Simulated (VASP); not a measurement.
# Be16H (a cell with a defect) in VASP: molecular dynamics with PBE+D3(BJ)

Aim: the molecular dynamics of Be16H (a cell with a defect) with PBE+D3(BJ).

Everything below comes from runs of VASP 6.6.1. Logs are shortened: lines on timing, memory, paths and dates and some standing lists are left out, and cuts for length are marked.

## 1. The cell of the first run

The cell holds a defect, 17 atoms: a = 4.580 Å, b = 3.966 Å, c = 7.177 Å, α = 90.00°, β = 90.00°, γ = 90.00°.

## 2. Molecular dynamics, PBE+D3(BJ)

File INCAR:

```
PREC     = Accurate       # precision mode
ENCUT    = 520            # plane-wave cutoff, eV
EDIFF    = 1E-5           # SCF threshold, eV
ISMEAR   = -1             # smearing method
SIGMA    = 0.15           # smearing width, eV
LREAL    = Auto         
LASPH    = T              # aspherical terms in the spheres
NELM     = 80             # most SCF steps
ALGO     = Normal         # electronic algorithm
ISIF     = 2              # what is computed and relaxed
LWAVE    = F              # write WAVECAR
LCHARG   = T              # write CHGCAR
GGA      = PE             # functional
IVDW     = 12             # dispersion correction
NBANDS   = 30             # bands
IBRION   = 0              # ionic algorithm
NSW      = 40             # ionic steps
POTIM    = 0.5            # step
TEBEG    = 3000.0       
TEEND    = 3000.0       
ISYM     = 0            
NELMIN   = 4            
RANDOM_SEED= 304309 0 0   
MDALGO   = 1            
ANDERSEN_PROB= 0.0
```

File KPOINTS:

```
Automatic mesh
0
Gamma
  4 4 3
```

File POSCAR:

```
Be16H
1.0
   -2.2900000000     -3.9663960000      0.0000000000
    3.4350000000     -1.9831980000      0.0000000000
    0.0000000000      0.0000000000      7.1768600000
Be H
16 1
Direct
    0.7499154400      0.4955455400     -0.0031654700
    0.4918945500      0.3388039700      0.2458874400
    0.7502698900      0.5083775900      0.5040519700
    0.4983752200      0.3337914600      0.7499553800
    0.4983717400     -0.0006944100     -0.0000054900
    0.2490251000      0.8295461700      0.2487405000
    0.4919515300     -0.0052318000      0.5041154400
    0.2496631400      0.8297730300      0.7529831100
    0.2496926900      0.5032844700     -0.0030201500
    0.0084833000      0.3377268800      0.2458959300
    0.2490819400      0.5035232400      0.5010075600
    0.0009799500      0.3338477200      0.7499334500
    0.0009642100     -0.0007493600      0.0000093800
    0.7502363100      0.8242440000      0.2461101800
    0.0083316600     -0.0041306300      0.5040522400
    0.7499004600      0.8374099800      0.7531912800
    0.7433504700      0.1634387600      0.3749808300
```

Potentials or basis: VASP PAW PBE potentials, release 64 (Be, H).

On the command line:

```
cat potpaw_PBE.64/Be/POTCAR potpaw_PBE.64/H/POTCAR > POTCAR
mpirun -np 1 vasp_std > vasp.out
```

OUTCAR:

```text
PREC = Accurate
   ENCUT = 520
   EDIFF = 1E-5
   ISMEAR = -1
   LREAL = Auto
   LASPH = T
   NELM = 80
   ISIF = 2
   GGA = PE
   IVDW = 12
   IBRION = 0
   NSW = 40
   POTIM = 0.5
   TEBEG = 3000.0
   ISYM = 0
   NELMIN = 4
 IVDW          = 12

 ion  position               nearest neighbor table
   1  0.750  0.496  0.997-  12 2.21   4 2.21  16 2.21  14 2.21   2 2.23  10 2.23  13 2.28   5 2.28
                             9 2.29   9 2.29  13 2.31   5 2.31
   2  0.492  0.339  0.246-  17 1.63   9 2.20  10 2.21   5 2.22   1 2.23  11 2.24   6 2.24  14 2.26
                             3 2.30   7 2.30   6 2.31  14 2.36  10 2.37
   3  0.750  0.508  0.504-  16 2.21  12 2.22   4 2.22  14 2.24   7 2.26  15 2.27  11 2.28  11 2.30
                             2 2.30  10 2.30  15 2.35   7 2.36
   4  0.498  0.334  0.750-   1 2.21   9 2.21   7 2.22   3 2.22  11 2.22   5 2.23   8 2.27  12 2.28
                            16 2.28   8 2.30  12 2.30  16 2.31
   5  0.498  0.999  1.000-  16 2.21   8 2.21   2 2.22  14 2.22   6 2.22   4 2.23   9 2.27  13 2.28
                             1 2.28   9 2.30  13 2.30   1 2.31
   6  0.249  0.830  0.249-  13 2.22   9 2.22   5 2.22  11 2.22  15 2.24  10 2.24   7 2.24   2 2.24
                            14 2.28  14 2.30  10 2.30   2 2.31
   7  0.492  0.995  0.504-  17 1.62   8 2.20  15 2.21   4 2.22  16 2.23   6 2.24  11 2.24   3 2.26
                            14 2.30   2 2.30  11 2.30   3 2.36  15 2.37
   8  0.250  0.830  0.753-   9 2.18  15 2.20   7 2.20  13 2.21   5 2.21  11 2.22  12 2.27   4 2.27
                            16 2.29  16 2.29   4 2.30  12 2.30
   9  0.250  0.503  0.997-   8 2.18  10 2.20   2 2.20   4 2.21  12 2.21   6 2.22  13 2.27   5 2.27
                             1 2.29   1 2.29   5 2.30  13 2.30
  10  0.008  0.338  0.246-   9 2.20   2 2.21  13 2.22   1 2.23  11 2.24   6 2.24  14 2.26  15 2.30
                             6 2.30   3 2.30  14 2.36   2 2.37
  11  0.249  0.504  0.501-  12 2.22   8 2.22   4 2.22   6 2.22  10 2.24   2 2.24  15 2.24   7 2.24
                             3 2.28   3 2.30  15 2.30   7 2.30
  12  0.001  0.334  0.750-   1 2.21   9 2.21   3 2.22  15 2.22  11 2.22  13 2.23   8 2.27   4 2.28
                            16 2.28   8 2.30   4 2.30  16 2.30
  13  0.001  0.999  0.000-  16 2.21   8 2.21  10 2.22  14 2.22   6 2.22  12 2.23   9 2.27   5 2.28
                             1 2.28   9 2.30   5 2.30   1 2.31
  14  0.750  0.824  0.246-  17 1.63   1 2.21  13 2.22   5 2.22   3 2.24   2 2.26  10 2.26   6 2.28
                             6 2.30   7 2.30  15 2.30  10 2.36   2 2.36
  15  0.008  0.996  0.504-   8 2.20   7 2.21  12 2.22  16 2.23   6 2.24  11 2.24   3 2.27  11 2.30
                            10 2.30  14 2.30   3 2.35   7 2.37
  16  0.750  0.837  0.753-  13 2.21   5 2.21   1 2.21   3 2.21   7 2.23  15 2.23  12 2.28   4 2.28
                             8 2.29   8 2.29  12 2.30   4 2.31
  17  0.743  0.163  0.375-   7 1.62  14 1.63   2 1.63

IMPORTANT INFORMATION: All symmetrisations will be switched off!
NOSYMM: (Re-)initialisation of all symmetry stuff for point group C_1.

----------------------------------------------------------------------------------------

                                     Primitive cell

  volume of cell :     130.3755

  direct lattice vectors                    reciprocal lattice vectors
    -2.290000000 -3.966396000  0.000000000    -0.109170306 -0.189088533  0.000000000
     3.435000000 -1.983198000  0.000000000     0.218340611 -0.126059022  0.000000000
     0.000000000  0.000000000  7.176860000     0.000000000  0.000000000  0.139336702

  length of vectors
     4.579999697  3.966396262  7.176860000     0.218340626  0.252118027  0.139336702

  position of ions in fractional coordinates (direct lattice)
     0.749915440  0.495545540  0.996834530
     0.491894550  0.338803970  0.245887440
     0.750269890  0.508377590  0.504051970
     0.498375220  0.333791460  0.749955380
     0.498371740  0.999305590  0.999994510
     0.249025100  0.829546170  0.248740500
[... 9 lines left out ...]
     0.749900460  0.837409980  0.753191280
     0.743350470  0.163438760  0.374980830

  ion indices of the primitive-cell ions
   primitive index   ion index
                 1           1
                 2           2
                 3           3
                 4           4
                 5           5
                 6           6
[... 9 lines left out ...]
                16          16
                17          17

----------------------------------------------------------------------------------------

 KPOINTS: Automatic mesh

Automatic generation of k-mesh.
 Grid dimensions read from file:
 generate k-points for:    4    4    3

 Generating k-lattice:

  Cartesian coordinates                     Fractional coordinates (reciprocal lattice)
    -0.027292576 -0.047272133  0.000000000     0.250000000  0.000000000  0.000000000
     0.054585153 -0.031514755  0.000000000     0.000000000  0.250000000  0.000000000
     0.000000000  0.000000000  0.046445567     0.000000000  0.000000000  0.333333333

  Length of vectors
     0.054585156  0.063029507  0.046445567

  Shift w.r.t. Gamma in fractional coordinates (k-lattice)
     0.000000000  0.000000000  0.000000000

 Subroutine IBZKPT returns following result:
 ===========================================

 Found     26 irreducible k-points:

 Following reciprocal coordinates:
            Coordinates               Weight
  0.000000  0.000000  0.000000      1.000000
  0.250000  0.000000  0.000000      2.000000
  0.500000  0.000000  0.000000      1.000000
  0.000000  0.250000  0.000000      2.000000
  0.250000  0.250000  0.000000      2.000000
 -0.250000  0.250000  0.000000      2.000000
[... 16 lines left out ...]
  0.000000  0.500000  0.333333      2.000000
  0.250000  0.500000  0.333333      2.000000
 [... further k-points ...]
   k-points           NKPTS =     26   k-points in BZ     NKDIM =     26   number of bands    NBANDS=     30
   number of dos      NEDOS =    301   number of ions     NIONS =     17
   total plane-waves  NPLWV =  58320
   dimension x,y,z NGX =    36 NGY =   30 NGZ =   54
   dimension x,y,z NGXF=    72 NGYF=   60 NGZF=  108
   ions per type =              16   1
   NGX,Y,Z   is equivalent  to a cutoff of  13.07, 12.57, 12.51 a.u.
   NGXF,Y,Z  is equivalent  to a cutoff of  26.13, 25.15, 25.02 a.u.
 SYSTEM =  unknown system
   PREC   = accura    normal or accurate (medium, high low for compatibility)
   ISTART =      0    job   : 0-new  1-cont  2-samecut
   ICHARG =      2    charge: 1-file 2-atom 10-const
   ISPIN  =      1    spin polarized calculation?
   LNONCOLLINEAR =      F non collinear calculations
   LSORBIT =      F    spin-orbit coupling
   LASPH  =      T    aspherical Exc in radial PAW
   ENCUT  =  520.0 eV  38.22 Ry    6.18 a.u.   8.52  7.37 13.34*2*pi/ulx,y,z
   NELM   =     80;   NELMIN=  4; NELMDL= -5     # of ELM steps
   EDIFF  = 0.1E-04   stopping-criterion for ELM
   LREAL  =      T    real-space projection
   EDIFFG = 0.1E-03   stopping-criterion for IOM
   NSW    =     40    number of steps for IOM
   IBRION =      0    ionic relax: 0-MD 1-quasi-New 2-CG
   NFREE  =      0    steps in history (QN), initial steepest desc. (CG)
   ISIF   =      2    stress and relaxation
   ISYM   =      0    0-nonsym 1-usesym 2-fastsym
   POTIM  = 0.5000    time-step for ionic-motion
   TEBEG  = 3000.0;   TEEND  =3000.0 temperature during run
   PSTRESS=    0.0 pullay stress
   NELECT =      33.0000    total number of electrons
   NUPDOWN=      -1.0000    fix difference up-down
   EMIN   =  10.00;   EMAX   =-10.00  energy-range for DOS
   EFERMI =   0.00;   METHOD = LEGACY
   ISMEAR =    -1;   SIGMA  =   0.15  broadening in eV -4-tet -1-fermi 0-gaus
   EFERMI_NEDOS =   21; number of points for ismear=-14 and -15
   IALGO  =     38    algorithm
   IMIX   =      4    mixing-type and parameters
     AMIX     =   0.40;   BMIX     =  1.00
     AMIX_MAG =   1.60;   BMIX_MAG =  1.00
  volume/ion in A,a.u.               =       7.67        51.75
  Fermi-wavevector in a.u.,A,eV,Ry     =   1.035573  1.956950 14.591049  1.072412
  Thomas-Fermi vector in A             =   2.169923
   LORBIT       =      0    0 simple, 1 ext, 2 COOP (PROOUT), +10 PAW based schemes
   GGA     = PE    functional components
   LHFCALC =     F    Hartree Fock is set to
   AEXX    =    0.0000 exact exchange contribution
   IVDW    =    12    specifies the selected vdW correction
   LEPSILON=     F    determine dielectric tensor
   LRPA    =     F    only Hartree local field effects (RPA)
 molecular dynamics for ions
 non-spin polarized calculation
  energy-cutoff  :      520.00
  volume of cell :      130.38
 maximum number of plane-waves:      3529
 NGX is ok and might be reduce to    36
   NGX = 17   NGY = 15   NGZ = 27

--------------------------------------- Ionic step        1  -------------------------------------------

 number of electron      33.0000000 magnetization

 Free energy of the ion-electron system (eV)
  ---------------------------------------------------
  ext. energy  EPLUGINS =         0.00000000
  ---------------------------------------------------
  free energy    TOTEN  =       -61.79977470 eV

  energy without entropy =      -61.62703063  energy(sigma->0) =      -61.71340267

------------------------ aborting loop because EDIFF is reached ----------------------------------------

 Edisp (eV)   -5.70784

 E8    (eV) :    -1.9581
[... 176 lines left out ...]
  ENERGY OF THE ELECTRON-ION-THERMOSTAT SYSTEM (eV)
  ---------------------------------------------------
% ion-electron   TOTEN  =       -67.442644  see above
  kinetic energy EKIN   =         6.139277
  kin. lattice  EKIN_LAT=         0.000000  (temperature 2968.45 K)
  nose potential ES     =         0.000000
  nose kinetic   EPS    =         0.000000
  ---------------------------------------------------
  total energy   ETOTAL =       -61.303367 eV

[... ionic steps 4 to 37 ...]

--------------------------------------- Ionic step       38  -------------------------------------------

 number of electron      33.0000001 magnetization

------------------------ aborting loop because EDIFF is reached ----------------------------------------
[... 125 lines left out ...]
--------------------------------------- Ionic step       40  -------------------------------------------

 number of electron      33.0000000 magnetization

 Free energy of the ion-electron system (eV)
  ---------------------------------------------------
  ext. energy  EPLUGINS =         0.00000000
  ---------------------------------------------------
  free energy    TOTEN  =       -57.64743054 eV

  energy without entropy =      -57.47098137  energy(sigma->0) =      -57.55920596

 E-fermi :   7.0273     XC(G=0): -10.5452

 val. band max:        7.0198864596   @ k =   0.2500   0.2500   0.0000
 cond. band min:       7.0587767863   @ k =   0.5000   0.0000   0.0000
 fundamental gap:      0.0388903266
 Fermi energy:         7.0273311228

 k-point     1 :       0.0000    0.0000    0.0000
  band No.  band energies     occupation
      1      -4.9998      2.00000
      2      -2.9077      2.00000
      3      -2.2948      2.00000
      4      -0.3552      2.00000
      5       0.8519      2.00000
      6       1.4774      2.00000
[... 733 lines left out ...]
     27      12.8023      0.00000
     28      13.0420      0.00000

 [... further k-points ...]

 [bands above 28 left out]

------------------------ aborting loop because EDIFF is reached ----------------------------------------

 Edisp (eV)   -5.71124

 E8    (eV) :    -1.9599
[... 46 lines left out ...]
  ENERGY OF THE ELECTRON-ION-THERMOSTAT SYSTEM (eV)
  ---------------------------------------------------
% ion-electron   TOTEN  =       -63.358668  see above
  kinetic energy EKIN   =         2.057098
  kin. lattice  EKIN_LAT=         0.000000  (temperature  994.65 K)
  nose potential ES     =         0.000000
  nose kinetic   EPS    =         0.000000
  ---------------------------------------------------
  total energy   ETOTAL =       -61.301570 eV
```

Run time: 60 min. Hardware: 1 thread of Intel Xeon 8259CL, shared host; peak memory 0.39 GiB.

What came out:

```
Dispersion energy per atom : -0.336 eV
```

Step by step:
| step | potential energy change (eV) | largest force (eV/Å) | pressure (GPa) | volume (Å³) | temperature (K) |
| --- | --- | --- | --- | --- | --- |
| 1 | 0.0000 | 0.0507 | -7.19 | 130.38 | 3000 |
| 2 | 0.0166 | 0.2320 | -7.14 | 130.38 | 2992 |
| 3 | 0.0650 | 0.4657 | -7.00 | 130.38 | 2968 |
| 4 | 0.1450 | 0.7036 | -6.77 | 130.38 | 2930 |
| 5 | 0.2563 | 0.9480 | -6.46 | 130.38 | 2876 |
| 6 | 0.3985 | 1.1978 | -6.07 | 130.38 | 2807 |
| 7 | 0.5708 | 1.4524 | -5.61 | 130.38 | 2724 |
| 8 | 0.7718 | 1.7109 | -5.09 | 130.38 | 2627 |
| 9 | 0.9995 | 1.9723 | -4.51 | 130.38 | 2517 |
| 10 | 1.2510 | 2.2370 | -3.88 | 130.38 | 2395 |
| 11 | 1.5225 | 2.5015 | -3.22 | 130.38 | 2264 |
| 12 | 1.8096 | 2.7656 | -2.54 | 130.38 | 2125 |
| 13 | 2.1073 | 3.0256 | -1.84 | 130.38 | 1982 |
| 14 | 2.4104 | 3.2791 | -1.14 | 130.38 | 1835 |
| 15 | 2.7137 | 3.5235 | -0.45 | 130.38 | 1689 |
| 16 | 3.0125 | 3.7548 | 0.21 | 130.38 | 1544 |
| 17 | 3.3022 | 3.9705 | 0.85 | 130.38 | 1404 |
| 18 | 3.5789 | 4.2000 | 1.46 | 130.38 | 1271 |
| 19 | 3.8388 | 4.4304 | 2.02 | 130.38 | 1145 |
| 20 | 4.0784 | 4.6373 | 2.53 | 130.38 | 1029 |
| 21 | 4.2943 | 4.8156 | 2.98 | 130.38 | 925 |
| 22 | 4.4834 | 4.9618 | 3.38 | 130.38 | 834 |
| 23 | 4.6430 | 5.0716 | 3.71 | 130.38 | 756 |
| 24 | 4.7714 | 5.1434 | 3.98 | 130.38 | 694 |
| 25 | 4.8676 | 5.1740 | 4.18 | 130.38 | 648 |
| 26 | 4.9318 | 5.1644 | 4.31 | 130.38 | 617 |
| 27 | 4.9653 | 5.1153 | 4.39 | 130.38 | 600 |
| 28 | 4.9709 | 5.0281 | 4.41 | 130.38 | 598 |
| 29 | 4.9519 | 4.9065 | 4.39 | 130.38 | 607 |
| 30 | 4.9126 | 4.7544 | 4.33 | 130.38 | 626 |
| 31 | 4.8578 | 4.5763 | 4.23 | 130.38 | 652 |
| 32 | 4.7922 | 4.3772 | 4.12 | 130.38 | 683 |
| 33 | 4.7204 | 4.1634 | 3.99 | 130.38 | 718 |
| 34 | 4.6458 | 3.9397 | 3.86 | 130.38 | 754 |
| 35 | 4.5707 | 3.7127 | 3.72 | 130.38 | 790 |
| 36 | 4.4954 | 3.4859 | 3.56 | 130.38 | 827 |
| 37 | 4.4186 | 3.2653 | 3.40 | 130.38 | 864 |
| 38 | 4.3374 | 3.0541 | 3.21 | 130.38 | 903 |
| 39 | 4.2484 | 2.8568 | 3.00 | 130.38 | 947 |
| 40 | 4.1490 | 2.6753 | 2.76 | 130.38 | 995 |

Caveat: the k points lie up to 0.40 Å⁻¹ apart.
